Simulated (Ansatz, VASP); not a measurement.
## One calculation of Zn2CdSe3, two programs

```xyz
6
Lattice="5.9356 0.0000 0.0000 -2.9678 5.1404 0.0000 0.0000 0.0000 7.7209" Properties=species:S:1:pos:R:3 pbc="T T T"
Zn    0.0000    0.0000    6.4730
Zn    0.0000    0.0000    1.2480
Cd    0.0000    0.0000    3.8605
Se    2.9678    0.0000    3.8605
Se   -1.4839    2.5702    3.8605
Se    1.4839    2.5702    3.8605
```

Alike in both runs: functional PBE; k mesh 3 × 3 × 2; occupations gaussian, width 0.15 eV; no spin polarisation.

Ansatz relaxed the structure, and its values are those at the end. VASP's run is a single point on that final structure, the one shown.

|  | VASP | Ansatz |
| --- | --- | --- |
| version | VASP 6.6.1 | Ansatz 0.2.0 |
| potentials or method | VASP PAW PBE potentials, release 64 (Zn, Cd, Se), cutoff 520 eV | scalar-relativistic, plane waves, PAW |
| valence electrons in the cell | 54 | 92 |

```tsv
	VASP	Ansatz	Ansatz less VASP
gap on the k mesh at the Fermi level (eV)	none	none	-
pressure (GPa)	0.0	0.0	-0.06
rms of the force components (eV/Å)	0.006	0.003	-0.0036
```

A gap of «none» marks a metal or a gap that the smearing closes. VASP's potentials hold 54 valence electrons a cell and Ansatz's 92, so a difference there can come from the potentials and not from the codes.

The k mesh is coarse, so the values compare programs but aren't converged.
